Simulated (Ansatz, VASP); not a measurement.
**CoSn in VASP and in Ansatz**

```
Co Sn
1.0
     2.60986   -4.52041    0.00000
    -5.21972    0.00000    0.00000
     0.00000    0.00000   -8.33694
Co Sn
6 6
Cartesian
  1.3049 -2.2602 -4.1685
  1.3049 -2.2602 0.0000
  -1.3049 -2.2602 -4.1685
  -1.3049 -2.2602 0.0000
  -2.6099 0.0000 0.0000
  -2.6099 0.0000 -4.1685
  0.0000 -3.0136 -2.0842
  0.0000 -3.0136 -6.2527
  -2.6099 -1.5068 -2.0842
  -2.6099 -1.5068 -6.2527
  0.0000 0.0000 -4.1685
  0.0000 0.0000 -8.3369
```

Alike in both runs: functional PBEsol; k mesh 12 × 12 × 6; occupations gaussian, width 0.1 eV; no spin polarisation.

Ansatz relaxed the structure, and its values are those at the end. VASP's run is a single point on that final structure, the one shown.

|  | VASP | Ansatz |
| --- | --- | --- |
| version | VASP 6.6.1 | Ansatz 0.2.0 |
| potentials or method | VASP PAW PBE potentials, release 64 (Co, Sn_d), cutoff 520 eV | scalar-relativistic, plane waves, PAW |
| valence electrons in the cell | 138 | 186 |

```tsv
	VASP	Ansatz	Ansatz less VASP
gap on the k mesh at the Fermi level (eV)	none	none	-
pressure (GPa)	-0.2	0.0	+0.18
```

VASP's potentials were made for PBE, not for PBEsol. A gap of «none» marks a metal or a gap that the smearing closes. With one functional, cell and mesh, what is left measures potentials, basis and numerics. VASP's potentials hold 138 valence electrons a cell and Ansatz's 186, so a difference there can come from the potentials and not from the codes.
